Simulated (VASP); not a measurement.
# FeCo4 (I4/m) in VASP: single point with PBE

Aim: the single point of FeCo4 with PBE.

Program: VASP 6.6.1. These are calculated values, not measurements. Logs are shortened: lines on timing, memory, paths and dates and some standing lists are left out, and cuts for length are marked.

## 1. The cell of the first run

The structure is tetragonal, space group I4/m (No. 87). The conventional cell has a = 5.596 Å, b = 5.596 Å, c = 3.546 Å, α = 90.00°, β = 90.00°, γ = 90.00°. Fe (site symmetry 4/m) has 12 Co at 2.51 Å within 3.3 Å. Co (site symmetry m) has 9 Co at 2.46 to 2.54 Å and 3 Fe at 2.51 Å within 3.3 Å.

## 2. Single point, PBE, collinear spin, ferromagnetic start

File INCAR:

```
SYSTEM = FeCo4
PREC = Accurate
ENCUT = 520
EDIFF = 1E-7
ISMEAR = 0
SIGMA = 0.1
LREAL = .False.
LASPH = .True.
NELM = 150
ALGO = Normal
ISIF = 2
LWAVE = .False.
LCHARG = .False.
ISPIN = 2
MAGMOM = 2.88 1.89 1.89 1.89 1.89
LORBIT = 11
LMAXMIX = 4
GGA = PE
NBANDS = 34
```

File KPOINTS:

```
regular mesh
0
Gamma
  6 6 6
  0 0 0
```

File POSCAR:

```
FeCo4
1.0
   -2.7979667000      2.7979667000      1.7729968000
    2.7979667000     -2.7979667000      1.7729968000
    2.7979667000      2.7979667000     -1.7729968000
Fe Co
1 4
Direct
    0.0000000000      0.0000000000      0.0000000000
    0.8022220000      0.4032380000      0.2054600000
    0.1977780000      0.5967620000      0.7945400000
    0.5967620000      0.8022220000      0.3989840000
    0.4032380000      0.1977780000      0.6010160000
```

Potentials or basis: VASP PAW PBE potentials, release 64 (Fe, Co).

On the command line:

```
cat potpaw_PBE.64/Fe/POTCAR potpaw_PBE.64/Co/POTCAR > POTCAR
mpirun -np 1 vasp_std > vasp.out
```

OUTCAR:

```text
SYSTEM = FeCo4
   PREC = Accurate
   ENCUT = 520
   EDIFF = 1E-7
   ISMEAR = 0
   LREAL = .False.
   LASPH = .True.
   NELM = 150
   ISIF = 2
   ISPIN = 2
   LORBIT = 11
   GGA = PE

 ion  position               nearest neighbor table
   1  0.000  0.000  0.000-   4 2.51   2 2.51   3 2.51   4 2.51   5 2.51   2 2.51   3 2.51   5 2.51
                             3 2.51   2 2.51   4 2.51   5 2.51
   2  0.802  0.403  0.205-   3 2.46   4 2.49   5 2.49   5 2.49   4 2.49   1 2.51   1 2.51   4 2.51
                             5 2.51   1 2.51   3 2.54   3 2.54
   3  0.198  0.597  0.795-   2 2.46   4 2.49   5 2.49   4 2.49   5 2.49   1 2.51   1 2.51   4 2.51
                             5 2.51   1 2.51   2 2.54   2 2.54
   4  0.597  0.802  0.399-   5 2.46   3 2.49   3 2.49   2 2.49   2 2.49   1 2.51   1 2.51   2 2.51
                             3 2.51   1 2.51   5 2.54   5 2.54
   5  0.403  0.198  0.601-   4 2.46   2 2.49   3 2.49   2 2.49   3 2.49   1 2.51   1 2.51   3 2.51
                             2 2.51   1 2.51   4 2.54   4 2.54

  LATTYP: Found a body centered tetragonal cell.
 ALAT       =     5.5959334000
 C/A-ratio  =     0.6336733028

  Lattice vectors:

 A1 = (  -2.7979667000,   2.7979667000,   1.7729968000)
 A2 = (   2.7979667000,  -2.7979667000,   1.7729968000)
 A3 = (   2.7979667000,   2.7979667000,  -1.7729968000)

Analysis of symmetry for initial positions (statically):
=====================================================================
 Subroutine PRICEL returns:
 Original cell was already a primitive cell.

 Routine SETGRP: Setting up the symmetry group for a
 body centered tetragonal supercell.

 Subroutine GETGRP returns: Found  8 space group operations
 (whereof  8 operations were pure point group operations)
 out of a pool of 16 trial point group operations.

The static configuration has the point symmetry C_4h.

Analysis of symmetry for dynamics (positions and initial velocities):
=====================================================================
 Subroutine PRICEL returns:
 Original cell was already a primitive cell.

 Routine SETGRP: Setting up the symmetry group for a
 body centered tetragonal supercell.

 Subroutine GETGRP returns: Found  8 space group operations
 (whereof  8 operations were pure point group operations)
 out of a pool of 16 trial point group operations.

The dynamic configuration has the point symmetry C_4h.

Analysis of structural, dynamic, and magnetic symmetry:
=====================================================================
 Subroutine PRICEL returns:
 Original cell was already a primitive cell.

 Routine SETGRP: Setting up the symmetry group for a
 body centered tetragonal supercell.

 Subroutine GETGRP returns: Found  8 space group operations
 (whereof  8 operations were pure point group operations)
 out of a pool of 16 trial point group operations.

The overall configuration has the point symmetry C_4h.

 Subroutine INISYM returns: Found  8 space group operations
 (whereof  8 operations are pure point group operations),
 and found     1 'primitive' translations

----------------------------------------------------------------------------------------

                                     Primitive cell

  volume of cell :      55.5205

  direct lattice vectors                    reciprocal lattice vectors
    -2.797966700  2.797966700  1.772996800     0.000000000  0.178701198  0.282008405
     2.797966700 -2.797966700  1.772996800     0.178701198  0.000000000  0.282008405
     2.797966700  2.797966700 -1.772996800     0.178701198  0.178701198  0.000000000

  length of vectors
     4.335983506  4.335983506  4.335983506     0.333860538  0.333860538  0.252721657

  position of ions in fractional coordinates (direct lattice)
     0.000000000  0.000000000  0.000000000
     0.802222000  0.403238000  0.205460000
     0.197778000  0.596762000  0.794540000
     0.596762000  0.802222000  0.398984000
     0.403238000  0.197778000  0.601016000

  ion indices of the primitive-cell ions
   primitive index   ion index
[... 34 lines left out ...]
  0.000000  0.000000  0.000000      1.000000
  0.166667  0.000000  0.000000      8.000000
  0.333333  0.000000  0.000000      8.000000
  0.500000  0.000000  0.000000      4.000000
  0.166667  0.166667  0.000000      8.000000
  0.333333  0.166667 -0.000000      8.000000
[... 16 lines left out ...]
 -0.333333  0.333333 -0.166667      4.000000
 -0.166667  0.333333  0.166667      8.000000
 [... further k-points ...]
   k-points           NKPTS =     36   k-points in BZ     NKDIM =     36   number of bands    NBANDS=     34
   number of dos      NEDOS =    301   number of ions     NIONS =      5
   total plane-waves  NPLWV =  32768
   dimension x,y,z NGX =    32 NGY =   32 NGZ =   32
   dimension x,y,z NGXF=    64 NGYF=   64 NGZF=   64
   ions per type =               1   4
   NGX,Y,Z   is equivalent  to a cutoff of  12.27, 12.27, 12.27 a.u.
   NGXF,Y,Z  is equivalent  to a cutoff of  24.54, 24.54, 24.54 a.u.
 SYSTEM =  FeCo4
   PREC   = accura    normal or accurate (medium, high low for compatibility)
   ISTART =      0    job   : 0-new  1-cont  2-samecut
   ICHARG =      2    charge: 1-file 2-atom 10-const
   ISPIN  =      2    spin polarized calculation?
   LNONCOLLINEAR =      F non collinear calculations
   LSORBIT =      F    spin-orbit coupling
   LASPH  =      T    aspherical Exc in radial PAW
   ENCUT  =  520.0 eV  38.22 Ry    6.18 a.u.   8.06  8.06  8.06*2*pi/ulx,y,z
   NELM   =    150;   NELMIN=  2; NELMDL= -5     # of ELM steps
   EDIFF  = 0.1E-06   stopping-criterion for ELM
   LREAL  =      F    real-space projection
   EDIFFG = 0.1E-05   stopping-criterion for IOM
   NSW    =      0    number of steps for IOM
   IBRION =     -1    ionic relax: 0-MD 1-quasi-New 2-CG
   NFREE  =      0    steps in history (QN), initial steepest desc. (CG)
   ISIF   =      2    stress and relaxation
   ISYM   =      2    0-nonsym 1-usesym 2-fastsym
   POTIM  = 0.5000    time-step for ionic-motion
   TEBEG  =    0.0;   TEEND  =   0.0 temperature during run
   PSTRESS=    0.0 pullay stress
   NELECT =      44.0000    total number of electrons
   NUPDOWN=      -1.0000    fix difference up-down
   EMIN   =  10.00;   EMAX   =-10.00  energy-range for DOS
   EFERMI =   0.00;   METHOD = LEGACY
   ISMEAR =     0;   SIGMA  =   0.10  broadening in eV -4-tet -1-fermi 0-gaus
   EFERMI_NEDOS =   21; number of points for ismear=-14 and -15
   IALGO  =     38    algorithm
   IMIX   =      4    mixing-type and parameters
     AMIX     =   0.40;   BMIX     =  1.00
     AMIX_MAG =   1.60;   BMIX_MAG =  1.00
  volume/ion in A,a.u.               =      11.10        74.93
  Fermi-wavevector in a.u.,A,eV,Ry     =   1.514984  2.862905 31.227773  2.295177
  Thomas-Fermi vector in A             =   2.624569
   LORBIT       =     11    0 simple, 1 ext, 2 COOP (PROOUT), +10 PAW based schemes
   GGA     = PE    functional components
   LHFCALC =     F    Hartree Fock is set to
   AEXX    =    0.0000 exact exchange contribution
   IVDW    =     0    specifies the selected vdW correction
   LEPSILON=     F    determine dielectric tensor
   LRPA    =     F    only Hartree local field effects (RPA)
 spin polarized calculation
 Gauss-broadening in eV      SIGMA  =   0.10
  energy-cutoff  :      520.00
  volume of cell :       55.52
 maximum number of plane-waves:      1514
   NGX = 17   NGY = 17   NGZ = 17

 number of electron      44.0000000 magnetization      10.4400000

 number of electron      44.0000006 magnetization       9.1347184

 Free energy of the ion-electron system (eV)
  ---------------------------------------------------
  ext. energy  EPLUGINS =         0.00000000
  ---------------------------------------------------
  free energy    TOTEN  =       -36.31923087 eV

  energy without entropy =      -36.29343927  energy(sigma->0) =      -36.30633507

 E-fermi :   9.2617     XC(G=0): -13.2603

 val. band max:        9.2520325322   @ k =  -0.1667   0.3333  -0.0000
 cond. band min:       9.2619797704   @ k =  -0.1667   0.5000   0.1667
 fundamental gap:      0.0099472382
 Fermi energy:         9.2617210723

 spin component 1

 k-point     1 :       0.0000    0.0000    0.0000
  band No.  band energies     occupation
      1       0.4050      1.00000
      2       5.0057      1.00000
      3       5.0105      1.00000
      4       5.0766      1.00000
      5       5.0766      1.00000
      6       5.5477      1.00000
[... 877 lines left out ...]
     33      19.1865      0.00000
     34      20.4380      0.00000

 [... further k-points ...]

 spin component 2

 k-point     1 :       0.0000    0.0000    0.0000
  band No.  band energies     occupation
      1       0.4727      1.00000
      2       6.2606      1.00000
      3       6.2606      1.00000
      4       6.3850      1.00000
      5       6.4675      1.00000
      6       6.7740      1.00000
[... 877 lines left out ...]
     33      19.7624      0.00000
     34      21.1875      0.00000

 [... further k-points ...]

------------------------ aborting loop because EDIFF is reached ----------------------------------------

  FORCE on cell =-STRESS in cart. coord.  units (eV):
  Direction    XX          YY          ZZ          XY          YZ          ZX
  --------------------------------------------------------------------------------------
  -------------------------------------------------------------------------------------
  Total       -0.2832591     -0.2832591     -0.1250202     -0.0000002      0.0000000      0.0000000
  in kB       -8.1741281     -8.1741281     -3.6077622     -0.0000047      0.0000000      0.0000000
  external PRESSURE =      -6.6520061 kB  Pullay stress =       0.0000000 kB

 VOLUME and BASIS-vectors are now :
 -----------------------------------------------------------------------------
  energy-cutoff  :      520.00
  volume of cell :       55.52
      direct lattice vectors                 reciprocal lattice vectors
    -2.797966700  2.797966700  1.772996800     0.000000000  0.178701198  0.282008405
     2.797966700 -2.797966700  1.772996800     0.178701198  0.000000000  0.282008405
     2.797966700  2.797966700 -1.772996800     0.178701198  0.178701198  0.000000000

 POSITION                                       TOTAL-FORCE (eV/Angst)
 -----------------------------------------------------------------------------------
      0.00000      0.00000      0.00000        -0.000000     -0.000000      0.000000
     -0.54147      1.69121      1.77300         0.005782      0.015852      0.000000
      3.33944      1.10675      0.00000        -0.005782     -0.015852     -0.000000
      1.69121      0.54147      1.77300         0.015852     -0.005782      0.000000
      1.10675      2.25649      0.00000        -0.015852      0.005782     -0.000000
 -----------------------------------------------------------------------------------
    total drift:                                0.000000      0.000000      0.000000

  FREE ENERGIE OF THE ION-ELECTRON SYSTEM (eV)
  ---------------------------------------------------
  free  energy   TOTEN  =       -36.3192308665 eV

  energy  without entropy=      -36.2934392693  energy(sigma->0) =      -36.30633507

 total charge

# of ion       s       p       d       tot
------------------------------------------
    1        0.479   0.521   6.202   7.202
    2        0.487   0.516   7.253   8.256
    3        0.487   0.516   7.253   8.256
    4        0.487   0.516   7.253   8.256
    5        0.487   0.516   7.253   8.256
--------------------------------------------------
tot          2.428   2.583  35.212  40.224

 magnetization (x)

# of ion       s       p       d       tot
------------------------------------------
    1       -0.005  -0.035   2.633   2.593
    2       -0.016  -0.049   1.716   1.651
    3       -0.016  -0.049   1.716   1.651
    4       -0.016  -0.049   1.716   1.651
    5       -0.016  -0.049   1.716   1.651
--------------------------------------------------
tot         -0.069  -0.230   9.497   9.198
```

It took 2 min on 1 thread of Intel Xeon Platinum 8375C at 2.90GHz (Ice Lake), shared host; peak memory 0.26 GiB.

Results:

```
Free energy                                           : -36.3192 eV
Pressure                                              : -0.7 GPa
Largest force                                         : 0.017 eV/Å
Net moment                                            : 9.13 μB per cell
Site moments                                          : Fe +2.59; Co +1.65 μB
Valence electrons inside the program's atomic spheres : Fe 7.20; Co 8.26
```

Forces in eV/Å, atoms in the order of the input:
```
Fe   0.000  0.000  0.000
Co   0.006  0.016  0.000
Co  -0.006 -0.016  0.000
Co   0.016 -0.006  0.000
Co  -0.016  0.006  0.000
```

Stress tensor (GPa, compression positive):
```
-0.82  0.00  0.00
 0.00 -0.82  0.00
 0.00  0.00 -0.36
```

Levels at points of the mesh, in eV from the Fermi level:
Spin up:
| k point | band 25 | band 26 | band 27 | band 28 | band 29 | band 30 |
| --- | --- | --- | --- | --- | --- | --- |
| (0.00, 0.00, 0.00) | -0.66 | -0.66 | 3.75 | 3.83 | 3.83 | 3.88 |
| (0.50, 0.00, 0.00) | -0.72 | -0.40 | -0.26 | -0.25 | 3.24 | 3.40 |
| (0.50, 0.50, 0.00) | -0.68 | -0.45 | -0.43 | 2.54 | 6.05 | 6.23 |
| (0.50, 0.50, 0.50) | -0.45 | -0.33 | -0.33 | -0.23 | -0.16 | 2.49 |
Spin down:
```csv
k point,band 13,band 14,band 15,band 16,band 17,band 18,band 19,band 20,band 21,band 22
"(0.00, 0.00, 0.00)",-1.60,-0.95,-0.95,-0.86,0.27,0.34,0.34,0.36,0.91,0.94
"(0.50, 0.00, 0.00)",-0.97,-0.94,-0.91,-0.40,-0.24,-0.11,0.02,0.33,0.34,0.66
"(0.50, 0.50, 0.00)",-0.82,-0.58,-0.45,-0.05,-0.02,0.06,0.26,0.74,0.82,1.00
"(0.50, 0.50, 0.50)",-0.86,-0.68,0.22,0.38,0.39,0.39,0.56,0.58,0.58,0.81
```
